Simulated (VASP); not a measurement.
Se: relaxation of cell and atoms with PBE

Crystal: Se.

```xyz
3
Lattice="4.4094 0.0000 0.0000 -2.2047 3.8187 0.0000 0.0000 0.0000 5.0026" Properties=species:S:1:pos:R:3 pbc="T T T"
Se    1.7078    2.9579    0.0000
Se   -0.4969    0.8607    3.3351
Se    0.9939    0.0000    1.6675
```

```
Program                : VASP 6.6.1
Task                   : relaxation of cell and atoms
Functional             : PBE
Potentials or basis    : VASP PAW PBE potentials, release 64 (Se)
Cutoff                 : 320 eV
k mesh                 : 5 × 5 × 4
Occupations            : gaussian, width 0.03 eV
Spin                   : non-collinear spin, zero start, spin-orbit coupling
Starting moments       : [[0.0, 0.0, 0.0], [0.0, 0.0, 0.0], [0.0, 0.0, 0.0]] μB
Tolerance level        : screening
Purpose                : cell
Passes                 : 2
Further INCAR settings : ALGO = Normal; EDIFF = 1e-06
```

```yaml
Relaxed_volume: 29.63 Å³/atom
Relaxed_cell: a = 4.506 Å, b = 4.506 Å, c = 5.057 Å, α = 90.00°, β = 90.00°, γ = 120.00°
Space_group_after_relaxing_to_0.1_Å: P3_121 (No. 152)
Energy_gained_by_relaxing: 3.6 meV/atom
Ionic_steps: 20
Pressure_after_relaxing: 0.0 GPa
Net_moment: 0.00 μB per cell
Valence_electrons_inside_the_program's_atomic_spheres: Se 3.73
```

Forces on the atoms (eV/Å):
```
Se  -0.001 -0.002  0.000
Se  -0.001  0.002  0.000
Se   0.003  0.000  0.000
```

Step by step:
| step | energy change (eV) | largest force (eV/Å) | pressure (GPa) | volume (Å³) |
| --- | --- | --- | --- | --- |
| 1 | 0.0000 | 0.1520 | 1.26 | 84.24 |
| 2 | -0.0022 | 0.2496 | -0.87 | 86.95 |
| 3 | -0.0072 | 0.0724 | 0.03 | 85.69 |
| 4 | -0.0072 | 0.0684 | 0.08 | 85.67 |
| 5 | -0.0079 | 0.0509 | 0.08 | 85.86 |
| 6 | -0.0087 | 0.0026 | 0.07 | 86.39 |
| 7 | -0.0090 | 0.0151 | 0.00 | 86.69 |
| 8 | -0.0091 | 0.0484 | -0.19 | 87.47 |
| 9 | -0.0092 | 0.0470 | -0.19 | 87.52 |
| 10 | -0.0093 | 0.0426 | -0.17 | 87.65 |
| 11 | -0.0096 | 0.0343 | -0.14 | 87.91 |
| 12 | -0.0100 | 0.0169 | -0.08 | 88.44 |
| 13 | -0.0100 | 0.0214 | 0.05 | 89.49 |
| 14 | -0.0101 | 0.0054 | -0.02 | 89.05 |
| 15 | -0.0101 | 0.0007 | -0.03 | 88.88 |
| 16 | -0.0101 | 0.0017 | -0.02 | 88.95 |
| 17 | -0.0101 | 0.0034 | -0.01 | 89.00 |
| 18 | -0.0101 | 0.0034 | -0.01 | 88.98 |
| 19 | -0.0101 | 0.0033 | 0.00 | 88.90 |
| 20 | -0.0107 | 0.0025 | 0.00 | 88.90 |

Final structure:
```
Se
1.0
     4.50570    0.00000    0.00000
    -2.25285    3.90205    0.00000
     0.00000    0.00000    5.05669
Se
3
Direct
  0.77995 0.77995 0.00000
  0.00000 0.22005 0.66667
  0.22005 0.00000 0.33333
```

Moments on the atoms (μB; x, y, z):
```
Se  0.00 0.00 0.00
Se  0.00 0.00 0.00
Se  0.00 0.00 0.00
```

Wall time 3.7 min on 4 MPI ranks on Intel(R) Xeon(R) Platinum 8259CL CPU @ 2.50GHz (Skylake/Cascade Lake) (shared host), peak memory 0.26 GiB a rank.

PBE usually gives volumes a little too large and moduli too small. Zero-point motion and thermal expansion aren't in these numbers.
